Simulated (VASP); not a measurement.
Write the native input for VASP 6.6.1 that does the following.

| Property | Result |
| --- | --- |
| Task | single point |
| Functional | PBEsol |
| Potentials or basis | VASP PAW PBE potentials, release 64 (W_sv, Co) |
| Cutoff | 520 eV |
| k mesh | 12 × 12 × 12 |
| Occupations | gaussian, width 0.1 eV |
| Spin | collinear spin |
| Starting moments | [0.01, 0.01, 0.0, 0.84] μB |
| Fixed moment | 0.75 μB |
| Dipole correction | no |
| Further INCAR settings | ALGO = Normal; EDIFF = 1e-06; NBANDS = 38 |

The structure of CoW3 lies in POSCAR:

```
CoW3
1.0
    0.0000000000      3.0720842694      3.0720842694
    3.0720842694      0.0000000000      3.0720842694
    3.0720842694      3.0720842694      0.0000000000
W Co
3 1
Direct
    0.2500000000      0.2500000000      0.2500000000
    0.7500000000      0.7500000000      0.7500000000
    0.5000000000      0.5000000000      0.5000000000
    0.0000000000      0.0000000000      0.0000000000
```

These files were run (other wordings do the same):

INCAR

```
SYSTEM = CoW3
ALGO     = Normal         ! electronic algorithm
EDIFF    = 1E-6           ! SCF threshold, eV
ENCUT    = 520            ! plane-wave cutoff, eV
GGA      = PS             ! functional
ISIF     = 2              ! what is computed and relaxed
ISMEAR   = 0              ! smearing method
ISPIN    = 2              ! spin polarisation
LASPH    = .True.         ! aspherical terms in the spheres
LCHARG   = .True.         ! write CHGCAR
LELF     = .True.         ! ELF
LMAXMIX  = 4              ! l up to which the mixer works
LORBIT   = 11             ! projections on sites
LREAL    = .False.        ! projectors in reciprocal space
LVHAR    = .True.       
LWAVE    = .False.        ! write WAVECAR
MAGMOM   = 0.01 0.01 0 0.84 ! initial moments
NBANDS   = 38             ! bands
NELM     = 150            ! most SCF steps
NUPDOWN  = 0.75           ! fixed moment
PREC     = Accurate       ! precision mode
SIGMA    = 0.1            ! smearing width, eV
```

KPOINTS

```
k-points
0
Gamma
  12 12 12
  0 0 0
```

Potentials or basis: VASP PAW PBE potentials, release 64 (W_sv, Co).

Command:

```console
$ cat potpaw_PBE.64/W_sv/POTCAR potpaw_PBE.64/Co/POTCAR > POTCAR
$ mpirun -np 1 vasp_std > vasp.out
```

Results of the run:

* Pressure: -0.3 GPa
* Net moment: 0.75 μB per cell
* Site moments: W +0.02, +0.00; Co +0.74 μB
* Valence electrons inside the program's atomic spheres: W 12.07, 12.31; Co 8.32

Caveat: the PAW data sets were made with another functional, which shifts forces and pressure a little; the total moment is fixed, so each spin has its own Fermi level.

It took 4 min on 1 thread of Intel(R) Xeon(R) Platinum 8259CL CPU @ 2.50GHz (Skylake/Cascade Lake), on a shared host, peak memory 0.36 GiB.
